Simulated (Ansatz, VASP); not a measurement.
One calculation of TiTe2, two programs

The input INCAR:

```
ALGO = Normal
EDIFF = 1E-6
ENCUT = 520
GGA = PE
ISIF = 2
ISMEAR = -1
LASPH = T
LCHARG = F
LREAL = F
LWAVE = F
NBANDS = 19
NELM = 100
PREC = Accurate
SIGMA = 0.1
```

The input KPOINTS:

```
k-points
0
Gamma
  10 10 5
```

The input POSCAR:

```
TiTe2
1.0
    3.7129706813      0.0000000000      0.0000000000
   -1.8564853407      3.2155269826      0.0000000000
    0.0000000000      0.0000000000      6.3878431261
Ti Te
1 2
Direct
    0.0000000000      0.0000000000      0.0000000000
    0.6666666667      0.3333333333      0.2628000000
    0.3333333333      0.6666666667      0.7372000000
```

Input for Ansatz:

```yaml
crystal:
  lattice:
    - [3.7129706813006167, 0.0, 0.0]
    - [-1.8564853406503083, 3.215526982573293, 0.0]
    - [0.0, 0.0, 6.387843126050147]
  atoms:
    - { symbol: Ti, position: [0.0, 0.0, 0.0] }
    - { symbol: Te, position: [0.6666666666666666, 0.3333333333333333, 0.2628] }
    - { symbol: Te, position: [0.3333333333333333, 0.6666666666666666, 0.7372] }
basis:
  ecutwfc: 500.0
kpoints:
  mp_grid:
    grid: [10, 10, 5]
hamiltonian:
  xc: pbe
scf:
  convergence:
    dr2_threshold: 1.0e-07
  occupations:
    method: fermi_dirac
output:
  stress: true
```

Alike in both runs: task single point; functional PBE; k mesh 10 × 10 × 5; no spin polarisation.

|  | VASP | Ansatz |
| --- | --- | --- |
| version | VASP 6.6.1 | Ansatz 0.2.0 |
| potentials or method | VASP PAW PBE potentials, release 64 (Ti_sv, Te), cutoff 520 eV | plane waves, PAW |
| occupations | fermi-dirac, width 0.1 eV | fermi-dirac |
| valence electrons in the cell | 24 | 44 |

```csv
,VASP,Ansatz,Ansatz less VASP
pressure (GPa),4.6,4.7,+0.03
"traceless stress, the component that is largest in VASP (GPa)",0.87,0.87,-0.003
```

VASP's potentials hold 24 valence electrons a cell and Ansatz's 44, so a difference there can come from the potentials and not from the codes. Ansatz's warnings: stress scf threshold loose.

Neither program's run includes spin-orbit coupling.
